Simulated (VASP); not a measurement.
# YbMn2Sb2 (P-3m1) in VASP: single point with PBE

Aim: the single point of YbMn2Sb2 with PBE.

All numbers are computed with VASP 6.6.1; they aren't measurements. Logs are shortened: lines on timing, memory, paths and dates and some standing lists are left out, and cuts for length are marked.

**1. The cell of the first run**

The structure is trigonal, space group P-3m1 (No. 164). The conventional cell has a = 4.448 Å, b = 4.448 Å, c = 7.409 Å, α = 90.00°, β = 90.00°, γ = 120.00°. Within 4.2 Å of Yb (site symmetry -3m) lie 6 Sb at 3.16 Å and 6 Mn at 3.80 Å. Mn (site symmetry 3m) has 4 Sb at 2.74 to 2.77 Å and 3 Mn at 3.14 Å within 3.6 Å. Within 3.6 Å of Sb (site symmetry 3m) lie 4 Mn at 2.74 to 2.77 Å and 3 Yb at 3.16 Å.

**2. Single point, PBE, collinear spin, ferromagnetic start**

INCAR

```
SYSTEM = YbMn2Sb2
PREC = Accurate
ENCUT = 520
EDIFF = 1E-7
ISMEAR = 0
SIGMA = 0.05
LREAL = .FALSE.
LASPH = .TRUE.
NELM = 150
ALGO = Normal
ISIF = 2
LWAVE = .FALSE.
LCHARG = .FALSE.
ISPIN = 2
MAGMOM = 0 3.5 3.5 0 0
LORBIT = 11
LMAXMIX = 6
GGA = PE
NBANDS = 42
KPAR = 4
```

KPOINTS

```
Automatic mesh
0
G
  10 10 6
  0 0 0
```

POSCAR

```
YbMn2Sb2
1.0
    4.4483774596      0.0000000000      0.0000000000
   -2.2241887298      3.8524078857      0.0000000000
    0.0000000000      0.0000000000      7.4091123215
Yb Mn Sb
1 2 2
Direct
    0.0000000000      0.0000000000      0.0000000000
    0.3333333333      0.6666666667      0.6224649067
    0.6666666667      0.3333333333      0.3775350933
    0.3333333333      0.6666666667      0.2482451390
    0.6666666667      0.3333333333      0.7517548610
```

Potentials or basis: VASP PAW PBE potentials, release 64 (Yb, Mn_pv, Sb).

On the command line:

```bash
$ cat potpaw_PBE.64/Yb/POTCAR potpaw_PBE.64/Mn_pv/POTCAR potpaw_PBE.64/Sb/POTCAR > POTCAR
$ mpirun -np 4 vasp_std > vasp.out
```

OUTCAR:

```text
SYSTEM = YbMn2Sb2
   PREC = Accurate
   ENCUT = 520
   EDIFF = 1E-7
   ISMEAR = 0
   LREAL = .FALSE.
   LASPH = .TRUE.
   NELM = 150
   ISIF = 2
   ISPIN = 2
   LORBIT = 11
   GGA = PE

 ion  position               nearest neighbor table
   1  0.000  0.000  0.000-   4 3.16   5 3.16   5 3.16   4 3.16   5 3.16   4 3.16
   2  0.333  0.667  0.622-   5 2.74   5 2.74   5 2.74   4 2.77   3 3.14   3 3.14   3 3.14
   3  0.667  0.333  0.378-   4 2.74   4 2.74   4 2.74   5 2.77   2 3.14   2 3.14   2 3.14
   4  0.333  0.667  0.248-   3 2.74   3 2.74   3 2.74   2 2.77   1 3.16   1 3.16   1 3.16
   5  0.667  0.333  0.752-   2 2.74   2 2.74   2 2.74   3 2.77   1 3.16   1 3.16   1 3.16

  LATTYP: Found a hexagonal cell.
 ALAT       =     4.4483774596
 C/A-ratio  =     1.6655763565

  Lattice vectors:

 A1 = (   4.4483774596,   0.0000000000,   0.0000000000)
 A2 = (  -2.2241887298,   3.8524078857,   0.0000000000)
 A3 = (   0.0000000000,   0.0000000000,   7.4091123215)

Analysis of symmetry for initial positions (statically):
=====================================================================
 Subroutine PRICEL returns:
 Original cell was already a primitive cell.

 Routine SETGRP: Setting up the symmetry group for a
 hexagonal supercell.

 Subroutine GETGRP returns: Found 12 space group operations
 (whereof 12 operations were pure point group operations)
 out of a pool of 24 trial point group operations.

The static configuration has the point symmetry D_3d.

Analysis of symmetry for dynamics (positions and initial velocities):
=====================================================================
 Subroutine PRICEL returns:
 Original cell was already a primitive cell.

 Routine SETGRP: Setting up the symmetry group for a
 hexagonal supercell.

 Subroutine GETGRP returns: Found 12 space group operations
 (whereof 12 operations were pure point group operations)
 out of a pool of 24 trial point group operations.

The dynamic configuration has the point symmetry D_3d.

Analysis of structural, dynamic, and magnetic symmetry:
=====================================================================
 Subroutine PRICEL returns:
 Original cell was already a primitive cell.

 Routine SETGRP: Setting up the symmetry group for a
 hexagonal supercell.

 Subroutine GETGRP returns: Found 12 space group operations
 (whereof 12 operations were pure point group operations)
 out of a pool of 24 trial point group operations.

The overall configuration has the point symmetry D_3d.

 Subroutine INISYM returns: Found 12 space group operations
 (whereof 12 operations are pure point group operations),
 and found     1 'primitive' translations

----------------------------------------------------------------------------------------

                                     Primitive cell

  volume of cell :     126.9697

  direct lattice vectors                    reciprocal lattice vectors
     4.448377460  0.000000000  0.000000000     0.224801067  0.129788957  0.000000000
    -2.224188730  3.852407886  0.000000000     0.000000000  0.259577913  0.000000000
     0.000000000  0.000000000  7.409112322     0.000000000  0.000000000  0.134968935

  length of vectors
     4.448377460  4.448377460  7.409112322     0.259577913  0.259577913  0.134968935

  position of ions in fractional coordinates (direct lattice)
     0.000000000  0.000000000  0.000000000
     0.333333333  0.666666667  0.622464907
     0.666666667  0.333333333  0.377535093
     0.333333333  0.666666667  0.248245139
     0.666666667  0.333333333  0.751754861

  ion indices of the primitive-cell ions
   primitive index   ion index
                 1           1
                 2           2
                 3           3
                 4           4
                 5           5

----------------------------------------------------------------------------------------

 KPOINTS: Automatic mesh

Automatic generation of k-mesh.
 Grid dimensions read from file:
 generate k-points for:   10   10    6

 Generating k-lattice:

  Cartesian coordinates                     Fractional coordinates (reciprocal lattice)
     0.022480107  0.012978896  0.000000000     0.100000000  0.000000000  0.000000000
     0.000000000  0.025957791  0.000000000     0.000000000  0.100000000  0.000000000
     0.000000000  0.000000000  0.022494823     0.000000000  0.000000000  0.166666667

  Length of vectors
     0.025957791  0.025957791  0.022494823

  Shift w.r.t. Gamma in fractional coordinates (k-lattice)
     0.000000000  0.000000000  0.000000000

 Subroutine IBZKPT returns following result:
 ===========================================

 Found     72 irreducible k-points:

 Following reciprocal coordinates:
            Coordinates               Weight
  0.000000  0.000000  0.000000      1.000000
  0.100000 -0.000000  0.000000      6.000000
  0.200000 -0.000000  0.000000      6.000000
  0.300000 -0.000000  0.000000      6.000000
  0.400000 -0.000000  0.000000      6.000000
  0.500000 -0.000000  0.000000      3.000000
[... 16 lines left out ...]
  0.000000  0.400000  0.166667      6.000000
  0.500000 -0.000000  0.166667      6.000000
 [... further k-points ...]
   k-points           NKPTS =     72   k-points in BZ     NKDIM =     72   number of bands    NBANDS=     42
   number of dos      NEDOS =    301   number of ions     NIONS =      5
   total plane-waves  NPLWV =  72576
   dimension x,y,z NGX =    36 NGY =   36 NGZ =   56
   dimension x,y,z NGXF=    72 NGYF=   72 NGZF=  112
   ions per type =               1   2   2
   NGX,Y,Z   is equivalent  to a cutoff of  13.45, 13.45, 12.57 a.u.
   NGXF,Y,Z  is equivalent  to a cutoff of  26.91, 26.91, 25.13 a.u.
 SYSTEM =  YbMn2Sb2
   PREC   = accura    normal or accurate (medium, high low for compatibility)
   ISTART =      0    job   : 0-new  1-cont  2-samecut
   ICHARG =      2    charge: 1-file 2-atom 10-const
   ISPIN  =      2    spin polarized calculation?
   LNONCOLLINEAR =      F non collinear calculations
   LSORBIT =      F    spin-orbit coupling
   LASPH  =      T    aspherical Exc in radial PAW
   ENCUT  =  520.0 eV  38.22 Ry    6.18 a.u.   8.27  8.27 13.78*2*pi/ulx,y,z
   NELM   =    150;   NELMIN=  2; NELMDL= -5     # of ELM steps
   EDIFF  = 0.1E-06   stopping-criterion for ELM
   LREAL  =      F    real-space projection
   EDIFFG = 0.1E-05   stopping-criterion for IOM
   NSW    =      0    number of steps for IOM
   IBRION =     -1    ionic relax: 0-MD 1-quasi-New 2-CG
   NFREE  =      0    steps in history (QN), initial steepest desc. (CG)
   ISIF   =      2    stress and relaxation
   ISYM   =      2    0-nonsym 1-usesym 2-fastsym
   POTIM  = 0.5000    time-step for ionic-motion
   TEBEG  =    0.0;   TEEND  =   0.0 temperature during run
   PSTRESS=    0.0 pullay stress
   NELECT =      60.0000    total number of electrons
   NUPDOWN=      -1.0000    fix difference up-down
   EMIN   =  10.00;   EMAX   =-10.00  energy-range for DOS
   EFERMI =   0.00;   METHOD = LEGACY
   ISMEAR =     0;   SIGMA  =   0.05  broadening in eV -4-tet -1-fermi 0-gaus
   EFERMI_NEDOS =   21; number of points for ismear=-14 and -15
   IALGO  =     38    algorithm
   IMIX   =      4    mixing-type and parameters
     AMIX     =   0.40;   BMIX     =  1.00
     AMIX_MAG =   1.60;   BMIX_MAG =  1.00
  volume/ion in A,a.u.               =      25.39       171.37
  Fermi-wavevector in a.u.,A,eV,Ry     =   1.275142  2.409669 22.122898  1.625987
  Thomas-Fermi vector in A             =   2.407871
   LORBIT       =     11    0 simple, 1 ext, 2 COOP (PROOUT), +10 PAW based schemes
   GGA     = PE    functional components
   LHFCALC =     F    Hartree Fock is set to
   AEXX    =    0.0000 exact exchange contribution
   IVDW    =     0    specifies the selected vdW correction
   LEPSILON=     F    determine dielectric tensor
   LRPA    =     F    only Hartree local field effects (RPA)
 spin polarized calculation
 Gauss-broadening in eV      SIGMA  =   0.05
  energy-cutoff  :      520.00
  volume of cell :      126.97
 maximum number of plane-waves:      3448
 NGX is ok and might be reduce to    36
   NGX = 17   NGY = 17   NGZ = 27

 number of electron      60.0000003 magnetization       8.6020113

 Free energy of the ion-electron system (eV)
  ---------------------------------------------------
  ext. energy  EPLUGINS =         0.00000000
  ---------------------------------------------------
  free energy    TOTEN  =       -30.65879768 eV

  energy without entropy =      -30.65280141  energy(sigma->0) =      -30.65579954

 E-fermi :   5.3989     XC(G=0): -10.0182

 val. band max:        5.3970920537   @ k =   0.4000   0.1000   0.5000
 cond. band min:       5.4110929122   @ k =   0.1000   0.1000   0.5000
 fundamental gap:      0.0140008585
 Fermi energy:         5.3988522484

 spin component 1

 k-point     1 :       0.0000    0.0000    0.0000
  band No.  band energies     occupation
      1     -46.2213      1.00000
      2     -44.8983      1.00000
      3     -44.8983      1.00000
      4     -44.8858      1.00000
      5     -44.8858      1.00000
      6     -44.8567      1.00000
[... 1069 lines left out ...]
     41       9.8024      0.00000
     42      10.0720      0.00000

 [... further k-points ...]

 spin component 2

 k-point     1 :       0.0000    0.0000    0.0000
  band No.  band energies     occupation
      1     -46.2141      1.00000
      2     -40.7647      1.00000
      3     -40.7549      1.00000
      4     -40.7549      1.00000
      5     -40.7507      1.00000
      6     -40.7400      1.00000
[... 1069 lines left out ...]
     41      10.4953      0.00000
     42      10.5726      0.00000

 [... further k-points ...]
[... 5 lines left out ...]
  --------------------------------------------------------------------------------------
  -------------------------------------------------------------------------------------
  Total       -0.0224474     -0.0224474     -0.0371956      0.0000000      0.0000000      0.0000000
  in kB       -0.2832543     -0.2832543     -0.4693551      0.0000000      0.0000000      0.0000000
  external PRESSURE =      -0.3452879 kB  Pullay stress =       0.0000000 kB

 VOLUME and BASIS-vectors are now :
 -----------------------------------------------------------------------------
  energy-cutoff  :      520.00
  volume of cell :      126.97
      direct lattice vectors                 reciprocal lattice vectors
     4.448377460  0.000000000  0.000000000     0.224801067  0.129788957  0.000000000
    -2.224188730  3.852407886  0.000000000     0.000000000  0.259577913  0.000000000
     0.000000000  0.000000000  7.409112322     0.000000000  0.000000000  0.134968935

 POSITION                                       TOTAL-FORCE (eV/Angst)
 -----------------------------------------------------------------------------------
      0.00000      0.00000      0.00000        -0.000000      0.000000      0.000000
     -0.00000      2.56827      4.61191        -0.000000      0.000000     -0.000175
      2.22419      1.28414      2.79720         0.000000      0.000000      0.000175
     -0.00000      2.56827      1.83928        -0.000000      0.000000     -0.016435
      2.22419      1.28414      5.56984        -0.000000     -0.000000      0.016435
 -----------------------------------------------------------------------------------
    total drift:                               -0.000000      0.000000      0.000000

  FREE ENERGIE OF THE ION-ELECTRON SYSTEM (eV)
  ---------------------------------------------------
  free  energy   TOTEN  =       -30.6587976791 eV

  energy  without entropy=      -30.6528014092  energy(sigma->0) =      -30.65579954

 total charge

# of ion       s       p       d       f       tot
--------------------------------------------------
    1        2.121   6.010   0.358  13.594  22.083
    2        0.266   6.192   4.957   0.000  11.416
    3        0.266   6.192   4.957   0.000  11.416
    4        1.106   1.414   0.029   0.000   2.549
    5        1.106   1.414   0.029   0.000   2.549
--------------------------------------------------
tot          4.866  21.222  10.331  13.594  50.013

 magnetization (x)

# of ion       s       p       d       f       tot
--------------------------------------------------
    1        0.008   0.004   0.051  -0.033   0.030
    2        0.042   0.043   3.846   0.000   3.931
    3        0.042   0.043   3.846   0.000   3.931
    4        0.002  -0.037   0.009   0.000  -0.026
    5        0.002  -0.037   0.009   0.000  -0.026
--------------------------------------------------
tot          0.095   0.016   7.761  -0.033   7.839
```

Run time: 8.1 min. Hardware: 4 MPI ranks of Intel Xeon Platinum 8488C (Sapphire Rapids), shared host; peak memory 0.76 GiB.

Results:

* Free energy: -30.6588 eV
* Pressure: 0.0 GPa
* Largest force: 0.016 eV/Å
* Net moment: 8.60 μB per cell
* Site moments: Yb +0.03; Mn +3.93; Sb -0.03 μB
* Valence electrons inside the program's atomic spheres: Yb 22.08; Mn 11.42; Sb 2.55

Forces in eV/Å, atoms in the order of the input:
```
Yb   0.000  0.000  0.000
Mn   0.000  0.000  0.000
Mn   0.000  0.000  0.000
Sb   0.000  0.000 -0.016
Sb   0.000  0.000  0.016
```

Levels at points of the mesh, in eV from the Fermi level:
Spin up:
```csv
k point,band 31,band 32,band 33,band 34,band 35,band 36,band 37,band 38
"(0.00, 0.00, 0.00)",-0.33,-0.30,1.07,1.41,1.41,1.78,2.22,2.42
"(0.50, 0.00, 0.00)",-0.33,-0.32,-0.29,-0.25,-0.24,1.37,3.09,3.25
"(0.00, 0.00, 0.50)",-0.29,-0.07,-0.07,0.70,0.70,2.02,2.56,2.66
"(0.50, 0.00, 0.50)",-0.33,-0.33,-0.31,0.10,0.24,1.35,2.10,2.61
```
Spin down:
```csv
k point,band 23,band 24,band 25,band 26,band 27,band 28,band 29,band 30
"(0.00, 0.00, 0.00)",-0.33,-0.32,-0.28,0.09,0.09,1.03,1.20,1.20
"(0.50, 0.00, 0.00)",-0.35,-0.35,-0.30,-0.30,0.13,0.19,0.73,0.83
"(0.00, 0.00, 0.50)",-0.32,-0.32,-0.30,0.37,0.37,0.89,0.89,1.03
"(0.50, 0.00, 0.50)",-0.35,-0.31,-0.29,-0.04,0.04,0.08,0.51,0.80
```

Caveat: spin-orbit coupling is left out, which moves the levels of the heavy elements; the run started ferromagnetic, and an antiferromagnetic order may lie lower in energy. The state reached can hang on the start; a lower one may exist.
